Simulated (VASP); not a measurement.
# Tm (Im-3m) in VASP: notebook

Tm is run at these levels: PBE, pbe exchange, lda correlation; tasks: single point.

Everything below comes from runs of VASP 6.6.1. Logs are shortened: lines on timing, memory, paths and dates and some standing lists are left out, and cuts for length are marked.

## (1) The cell of the first run

It takes space group Im-3m (No. 229, cubic). Conventional cell: a = 3.941 Å, b = 3.941 Å, c = 3.941 Å, α = 90.00°, β = 90.00°, γ = 90.00°. Tm (site symmetry m-3m) has 14 Tm at 3.41 to 3.94 Å within 4.5 Å.

This isn't the form of Tm at room conditions, which is hcp.

## (2) Single point, PBE, collinear spin, ferromagnetic start

The input, INCAR:

```
  ALGO = Normal
  EDIFF = 1E-6
  ENCUT = 600
  GGA = PE
  GGA_COMPAT = F
  ISIF = 2
  ISMEAR = -1
  ISPIN = 2
  LASPH = T
  LCHARG = F
  LMAXMIX = 6
  LORBIT = 11
  LREAL = F
  LWAVE = F
  MAGMOM = 1.86
  NBANDS = 22
  NELM = 200
  NUPDOWN = 2.0
  PREC = Accurate
  SIGMA = 0.05
```

The input, KPOINTS:

```
k-points
0
Gamma
  10 10 10
```

The input, POSCAR:

```
Tm
1.0
   -1.9705499450      1.9705499450      1.9705499450
    1.9705499450     -1.9705499450      1.9705499450
    1.9705499450      1.9705499450     -1.9705499450
Tm
1
Direct
    0.0000000000      0.0000000000      0.0000000000
```

Potentials or basis: VASP PAW PBE potentials, release 64 (Tm).

The run is started by

```console
cat potpaw_PBE.64/Tm/POTCAR > POTCAR
mpirun -np 1 vasp_std > vasp.out
```

OUTCAR:

```text
EDIFF = 1E-6
   ENCUT = 600
   GGA = PE
   ISIF = 2
   ISMEAR = -1
   ISPIN = 2
   LASPH = T
   LORBIT = 11
   LREAL = F
   NELM = 200
   NUPDOWN = 2.0
   PREC = Accurate

 ion  position               nearest neighbor table
   1  0.000  0.000  0.000-

  LATTYP: Found a body centered cubic cell.
 ALAT       =     3.9410998900

  Lattice vectors:

 A1 = (  -1.9705499450,   1.9705499450,   1.9705499450)
 A2 = (   1.9705499450,  -1.9705499450,   1.9705499450)
 A3 = (   1.9705499450,   1.9705499450,  -1.9705499450)

Analysis of symmetry for initial positions (statically):
=====================================================================
 Subroutine PRICEL returns:
 Original cell was already a primitive cell.

 Routine SETGRP: Setting up the symmetry group for a
 body centered cubic supercell.

 Subroutine GETGRP returns: Found 48 space group operations
 (whereof 48 operations were pure point group operations)
 out of a pool of 48 trial point group operations.

The static configuration has the point symmetry O_h .

Analysis of symmetry for dynamics (positions and initial velocities):
=====================================================================
 Subroutine PRICEL returns:
 Original cell was already a primitive cell.

 Routine SETGRP: Setting up the symmetry group for a
 body centered cubic supercell.

 Subroutine GETGRP returns: Found 48 space group operations
 (whereof 48 operations were pure point group operations)
 out of a pool of 48 trial point group operations.

The dynamic configuration has the point symmetry O_h .

Analysis of structural, dynamic, and magnetic symmetry:
=====================================================================
 Subroutine PRICEL returns:
 Original cell was already a primitive cell.

 Routine SETGRP: Setting up the symmetry group for a
 body centered cubic supercell.

 Subroutine GETGRP returns: Found 48 space group operations
 (whereof 48 operations were pure point group operations)
 out of a pool of 48 trial point group operations.

The overall configuration has the point symmetry O_h .

 Subroutine INISYM returns: Found 48 space group operations
 (whereof 48 operations are pure point group operations),
 and found     1 'primitive' translations

----------------------------------------------------------------------------------------

                                     Primitive cell

  volume of cell :      30.6071

  direct lattice vectors                    reciprocal lattice vectors
    -1.970549945  1.970549945  1.970549945     0.000000000  0.253736274  0.253736274
     1.970549945 -1.970549945  1.970549945     0.253736274  0.000000000  0.253736274
     1.970549945  1.970549945 -1.970549945     0.253736274  0.253736274  0.000000000

  length of vectors
     3.413092624  3.413092624  3.413092624     0.358837279  0.358837279  0.358837279

  position of ions in fractional coordinates (direct lattice)
     0.000000000  0.000000000  0.000000000

  ion indices of the primitive-cell ions
   primitive index   ion index
                 1           1

----------------------------------------------------------------------------------------

 KPOINTS: k-points

Automatic generation of k-mesh.
 Grid dimensions read from file:
 generate k-points for:   10   10   10

 Generating k-lattice:

  Cartesian coordinates                     Fractional coordinates (reciprocal lattice)
     0.000000000  0.025373627  0.025373627     0.100000000  0.000000000  0.000000000
     0.025373627  0.000000000  0.025373627     0.000000000  0.100000000  0.000000000
     0.025373627  0.025373627  0.000000000     0.000000000  0.000000000  0.100000000

  Length of vectors
     0.035883728  0.035883728  0.035883728

  Shift w.r.t. Gamma in fractional coordinates (k-lattice)
     0.000000000  0.000000000  0.000000000

 Subroutine IBZKPT returns following result:
 ===========================================

 Found     47 irreducible k-points:

 Following reciprocal coordinates:
            Coordinates               Weight
  0.000000  0.000000  0.000000      1.000000
  0.100000  0.000000  0.000000     12.000000
  0.200000  0.000000  0.000000     12.000000
  0.300000  0.000000  0.000000     12.000000
  0.400000  0.000000  0.000000     12.000000
  0.500000  0.000000  0.000000      6.000000
[... 16 lines left out ...]
  0.300000  0.300000  0.100000      8.000000
 -0.300000  0.300000  0.100000     24.000000
 [... further k-points ...]
   k-points           NKPTS =     47   k-points in BZ     NKDIM =     47   number of bands    NBANDS=     22
   number of dos      NEDOS =    301   number of ions     NIONS =      1
   total plane-waves  NPLWV =  21952
   dimension x,y,z NGX =    28 NGY =   28 NGZ =   28
   dimension x,y,z NGXF=    56 NGYF=   56 NGZF=   56
   ions per type =               1
   NGX,Y,Z   is equivalent  to a cutoff of  13.64, 13.64, 13.64 a.u.
   NGXF,Y,Z  is equivalent  to a cutoff of  27.28, 27.28, 27.28 a.u.
 SYSTEM =  unknown system
   PREC   = accura    normal or accurate (medium, high low for compatibility)
   ISTART =      0    job   : 0-new  1-cont  2-samecut
   ICHARG =      2    charge: 1-file 2-atom 10-const
   ISPIN  =      2    spin polarized calculation?
   LNONCOLLINEAR =      F non collinear calculations
   LSORBIT =      F    spin-orbit coupling
   LASPH  =      T    aspherical Exc in radial PAW
   ENCUT  =  600.0 eV  44.10 Ry    6.64 a.u.   6.82  6.82  6.82*2*pi/ulx,y,z
   NELM   =    200;   NELMIN=  2; NELMDL= -5     # of ELM steps
   EDIFF  = 0.1E-05   stopping-criterion for ELM
   LREAL  =      F    real-space projection
   EDIFFG = 0.1E-04   stopping-criterion for IOM
   NSW    =      0    number of steps for IOM
   IBRION =     -1    ionic relax: 0-MD 1-quasi-New 2-CG
   NFREE  =      0    steps in history (QN), initial steepest desc. (CG)
   ISIF   =      2    stress and relaxation
   ISYM   =      2    0-nonsym 1-usesym 2-fastsym
   POTIM  = 0.5000    time-step for ionic-motion
   TEBEG  =    0.0;   TEEND  =   0.0 temperature during run
   PSTRESS=    0.0 pullay stress
   NELECT =      23.0000    total number of electrons
   NUPDOWN=       2.0000    fix difference up-down
   EMIN   =  10.00;   EMAX   =-10.00  energy-range for DOS
   EFERMI =   0.00;   METHOD = LEGACY
   ISMEAR =    -1;   SIGMA  =   0.05  broadening in eV -4-tet -1-fermi 0-gaus
   EFERMI_NEDOS =   21; number of points for ismear=-14 and -15
   IALGO  =     38    algorithm
   IMIX   =      4    mixing-type and parameters
     AMIX     =   0.40;   BMIX     =  1.00
     AMIX_MAG =   1.60;   BMIX_MAG =  1.00
  volume/ion in A,a.u.               =      30.61       206.55
  Fermi-wavevector in a.u.,A,eV,Ry     =   1.488367  2.812606 30.140115  2.215236
  Thomas-Fermi vector in A             =   2.601411
   LORBIT       =     11    0 simple, 1 ext, 2 COOP (PROOUT), +10 PAW based schemes
   GGA     = PE    functional components
   LHFCALC =     F    Hartree Fock is set to
   AEXX    =    0.0000 exact exchange contribution
   IVDW    =     0    specifies the selected vdW correction
   LEPSILON=     F    determine dielectric tensor
   LRPA    =     F    only Hartree local field effects (RPA)
 spin polarized calculation
  energy-cutoff  :      600.00
  volume of cell :       30.61
 maximum number of plane-waves:      1048
   NGX = 13   NGY = 13   NGZ = 13

 number of electron      22.9999993 magnetization       1.9999840

 Free energy of the ion-electron system (eV)
  ---------------------------------------------------
  ext. energy  EPLUGINS =         0.00000000
  ---------------------------------------------------
  free energy    TOTEN  =        -3.83988748 eV

  energy without entropy =       -3.74542307  energy(sigma->0) =       -3.79265528

 E-fermi :   1.8735     XC(G=0): -10.2085

 val. band max:        2.6051747314   @ k =   0.2000   0.2000   0.1000
 cond. band min:       1.8770358062   @ k =   0.2000   0.2000   0.2000
 fundamental gap:     -0.7281389253
 Fermi energy:         2.6144743043

 spin component 1

 k-point     1 :       0.0000    0.0000    0.0000
  band No.  band energies     occupation
      1     -48.5671      1.00000
      2     -21.4513      1.00000
      3     -21.4513      1.00000
      4     -21.4513      1.00000
      5      -3.4033      1.00000
      6       0.0914      1.00000
[... 14 lines left out ...]
     21      21.1964      0.00000
     22      21.1964      0.00000

 k-point     2 :       0.1000    0.0000    0.0000
  band No.  band energies     occupation
      1     -48.5629      1.00000
      2     -21.5133      1.00000
      3     -21.4704      1.00000
      4     -21.4517      1.00000
      5      -3.1116      1.00000
      6       0.0952      1.00000
[... 14 lines left out ...]
     21      18.9092      0.00000
     22      19.4753      0.00000
[... 523 lines left out ...]
     21      19.0324      0.00000
     22      19.0324      0.00000

 k-point    24 :      -0.3000    0.3000    0.1000
  band No.  band energies     occupation
      1     -48.5351      1.00000
      2     -21.8506      1.00000
      3     -21.6015      1.00000
      4     -21.4991      1.00000
      5      -0.9570      1.00000
      6       0.1088      1.00000
[... 14 lines left out ...]
     21      17.9214      0.00000
     22      18.5642      0.00000

 [... further k-points ...]

 spin component 2

 k-point     1 :       0.0000    0.0000    0.0000
  band No.  band energies     occupation
      1     -47.8693      1.00000
      2     -20.9035      1.00000
      3     -20.9035      1.00000
      4     -20.9035      1.00000
      5      -2.7704      1.00000
      6       1.3138      0.99999
[... 14 lines left out ...]
     21      21.9364      0.00000
     22      21.9366      0.00000

 k-point     2 :       0.1000    0.0000    0.0000
  band No.  band energies     occupation
      1     -47.8650      1.00000
      2     -20.9664      1.00000
      3     -20.9230      1.00000
      4     -20.9038      1.00000
      5      -2.4771      1.00000
      6       1.2969      0.99999
[... 14 lines left out ...]
     21      19.5805      0.00000
     22      20.1041      0.00000
[... 523 lines left out ...]
     21      19.7050      0.00000
     22      19.7050      0.00000

 k-point    24 :      -0.3000    0.3000    0.1000
  band No.  band energies     occupation
      1     -47.8364      1.00000
      2     -21.3088      1.00000
      3     -21.0570      1.00000
      4     -20.9520      1.00000
      5      -0.3226      1.00000
      6       1.2080      1.00000
[... 14 lines left out ...]
     21      18.5953      0.00000
     22      19.2028      0.00000

 [... further k-points ...]

------------------------ aborting loop because EDIFF is reached ----------------------------------------

  FORCE on cell =-STRESS in cart. coord.  units (eV):
  Direction    XX          YY          ZZ          XY          YZ          ZX
  --------------------------------------------------------------------------------------
  -------------------------------------------------------------------------------------
  Total        0.7257353      0.7257353      0.7257353      0.0000000      0.0000000     -0.0000000
  in kB       37.9897567     37.9897567     37.9897567      0.0000000      0.0000000     -0.0000000
  external PRESSURE =      37.9897567 kB  Pullay stress =       0.0000000 kB

 VOLUME and BASIS-vectors are now :
 -----------------------------------------------------------------------------
  energy-cutoff  :      600.00
  volume of cell :       30.61
      direct lattice vectors                 reciprocal lattice vectors
    -1.970549945  1.970549945  1.970549945     0.000000000  0.253736274  0.253736274
     1.970549945 -1.970549945  1.970549945     0.253736274  0.000000000  0.253736274
     1.970549945  1.970549945 -1.970549945     0.253736274  0.253736274  0.000000000

 POSITION                                       TOTAL-FORCE (eV/Angst)
 -----------------------------------------------------------------------------------
      0.00000      0.00000      0.00000         0.000000     -0.000000     -0.000000
 -----------------------------------------------------------------------------------
    total drift:                               -0.000000     -0.000000     -0.000000

  FREE ENERGIE OF THE ION-ELECTRON SYSTEM (eV)
  ---------------------------------------------------
  free  energy   TOTEN  =        -3.8398874846 eV

  energy  without entropy=       -3.7454230738  energy(sigma->0) =       -3.79265528

 total charge

# of ion       s       p       d       f       tot
--------------------------------------------------
    1        2.212   5.956   0.433  12.424  21.025

 magnetization (x)

# of ion       s       p       d       f       tot
--------------------------------------------------
    1        0.008   0.044   0.161   1.406   1.619
```

Run time: 75 s. Hardware: 1 thread of Intel Xeon 6975P-C (Granite Rapids), shared host; peak memory 0.22 GiB.

Results:

```
Free energy                                           : -3.8399 eV
Pressure                                              : 3.8 GPa
Net moment                                            : 2.00 μB per cell
Site moments                                          : Tm +1.62 μB
Valence electrons inside the program's atomic spheres : Tm 21.02
```

Caveat: the magnetic or orbital state may not be the lowest; the cell stands under pressure; spin-orbit coupling is left out, which moves the levels of the heavy elements; the total moment is fixed, so each spin has its own Fermi level; semilocal functionals describe open f shells poorly, which spoils levels, moments and volumes.

## (3) Single point, pbe exchange, lda correlation, non-collinear spin, typed start, spin-orbit coupling

The input, INCAR:

```
PREC = Accurate ; ENCUT = 600
EDIFF = 1E-6 ; ISMEAR = -1
SIGMA = 0.15 ; LREAL = F
LASPH = T ; NELM = 200
ALGO = Normal ; ISIF = 2
LWAVE = F ; LCHARG = F
MAGMOM = 0 0 2 ; LORBIT = 11
LSORBIT = T ; GGA_COMPAT = F
LORBMOM = T ; LMAXMIX = 6
GGA = LIBXC ; LIBXC1 = GGA_X_PBE
LIBXC2 = LDA_C_PW ; NBANDS = 34
```

The input, KPOINTS:

```
Automatic mesh
0
Gamma
  8 8 8
```

The input, POSCAR:

```
Tm
1.0
   -1.9705499473      1.9705499473      1.9705499473
    1.9705499473     -1.9705499473      1.9705499473
    1.9705499473      1.9705499473     -1.9705499473
Tm
1
Direct
    0.0000000000      0.0000000000      0.0000000000
```

Potentials or basis: VASP PAW PBE potentials, release 64 (Tm).

The run is started by

```console
cat potpaw_PBE.64/Tm/POTCAR > POTCAR
mpirun -np 1 vasp_ncl > vasp.out
```

OUTCAR:

```text
PREC = Accurate
   ENCUT = 600
   EDIFF = 1E-6
   ISMEAR = -1
   LREAL = F
   LASPH = T
   NELM = 200
   ISIF = 2
   LORBIT = 11
   LSORBIT = T
   GGA = LIBXC

 ion  position               nearest neighbor table
   1  0.000  0.000  0.000-

  LATTYP: Found a body centered cubic cell.
 ALAT       =     3.9410998946

  Lattice vectors:

 A1 = (  -1.9705499473,   1.9705499473,   1.9705499473)
 A2 = (   1.9705499473,  -1.9705499473,   1.9705499473)
 A3 = (   1.9705499473,   1.9705499473,  -1.9705499473)

Analysis of symmetry for initial positions (statically):
=====================================================================
 Subroutine PRICEL returns:
 Original cell was already a primitive cell.

 Routine SETGRP: Setting up the symmetry group for a
 body centered cubic supercell.
[... 1138 lines left out ...]
 l=   1
     0.0000000    -0.2425222    -0.2423277
    -0.2425222     0.0000000    -0.2425222
    -0.2423277    -0.2425222     0.0000000
 l=   2
     0.0000000    -0.0000223     0.0000000    -0.0000223    -0.0014290
    -0.0000223     0.0000000    -0.0010510     0.0000019    -0.0003498
     0.0000000    -0.0010510     0.0000000    -0.0010510     0.0000000
    -0.0000223     0.0000019    -0.0010510     0.0000000    -0.0003498
    -0.0014290    -0.0003498     0.0000000    -0.0003498     0.0000000
 l=   3
     0.0000000    -0.0096248     0.0000000     0.0000000     0.0000000    -0.0099969    -0.0984125
    -0.0096248     0.0000000    -0.0180426     0.0000000    -0.0180426    -0.0402799    -0.0096248
     0.0000000    -0.0180426     0.0000000    -0.0419275    -0.0134526    -0.0194898     0.0000000
     0.0000000     0.0000000    -0.0419275     0.0000000    -0.0419275     0.0000000     0.0000000
     0.0000000    -0.0180426    -0.0134526    -0.0419275     0.0000000    -0.0194898     0.0000000
    -0.0099969    -0.0402799    -0.0194898     0.0000000    -0.0194898     0.0000000    -0.0099969
    -0.0984125    -0.0096248     0.0000000     0.0000000     0.0000000    -0.0099969     0.0000000

 total charge

# of ion       s       p       d       f       tot
--------------------------------------------------
    1        2.222   6.026   0.404  12.525  21.177

 magnetization (x)

# of ion       s       p       d       f       tot
--------------------------------------------------
    1        0.000   0.000   0.000   0.000   0.000

 magnetization (y)

# of ion       s       p       d       f       tot
--------------------------------------------------
    1       -0.000   0.000  -0.000  -0.000  -0.000

 magnetization (z)

# of ion       s       p       d       f       tot
--------------------------------------------------
    1       -0.002   0.015   0.008  -0.936  -0.915
```

OSZICAR:

```text
N       E                     dE             d eps       ncg     rms          rms(c)
DAV:   1     0.172245157262E+03    0.17225E+03   -0.77895E+03  7832   0.942E+03
DAV:   2     0.349556249335E+02   -0.13729E+03   -0.12507E+03  7190   0.944E+02
DAV:   3     0.322799185035E+01   -0.31728E+02   -0.30686E+02  6856   0.215E+02
[... 29 lines left out ...]
DAV:  33    -0.442184890813E+01   -0.13665E-04   -0.12063E-05  6982   0.491E-01    0.648E-01
DAV:  34    -0.442185353106E+01   -0.46229E-05   -0.23639E-05  8824   0.652E-01    0.416E-01
DAV:  35    -0.442184594606E+01    0.75850E-05   -0.40940E-05  9160   0.315E-01    0.213E-01
DAV:  36    -0.442185167430E+01   -0.57282E-05   -0.15298E-05  8812   0.401E-01    0.545E-02
DAV:  37    -0.442185274456E+01   -0.10703E-05   -0.30292E-06  5674   0.620E-02    0.232E-02
DAV:  38    -0.442185358754E+01   -0.84298E-06   -0.49364E-06  4910   0.553E-02
   1 F= -.44218536E+01 E0= -.41953321E+01  d E =-.453043E+00  mag=    -0.0000    -0.0000    -0.8969
```

stdout:

```text
POSCAR found type information on POSCAR Tm
 POSCAR found :  1 types and       1 ions
 scaLAPACK will be used
 -----------------------------------------------------------------------------
|                                                                             |
|                                                                             |
|     You enforced a specific xc type in the INCAR file but a different       |
|     I HOPE YOU KNOW WHAT YOU ARE DOING!                                     |
|                                                                             |
 -----------------------------------------------------------------------------

 LDA part: xc-table for (None,None), standard interpolation
 POSCAR, INCAR and KPOINTS ok, starting setup
 FFT: planning ... GRIDC
 FFT: planning ... GRID_SOFT
 FFT: planning ... GRID
 WAVECAR not read
 entering main loop
```

Run time: 6.7 min. Hardware: 1 thread of Intel Xeon 6975P-C (Granite Rapids), shared host; peak memory 0.37 GiB.

What came out:

| Property | Result |
| --- | --- |
| Free energy | -4.4219 eV |
| Pressure | 6.2 GPa |
| Net moment | 0.90 μB per cell |
| Valence electrons inside the program's atomic spheres | Tm 21.18 |

Moments on the atoms (μB; x, y, z):
```
Tm   0.00  0.00 -0.92
```

Caveat: the magnetic or orbital state may not be the lowest; the cell stands under pressure; the PAW data sets were made with another functional, which shifts forces and pressure a little; semilocal functionals describe open f shells poorly, which spoils levels, moments and volumes. The state reached can hang on the start; a lower one may exist.
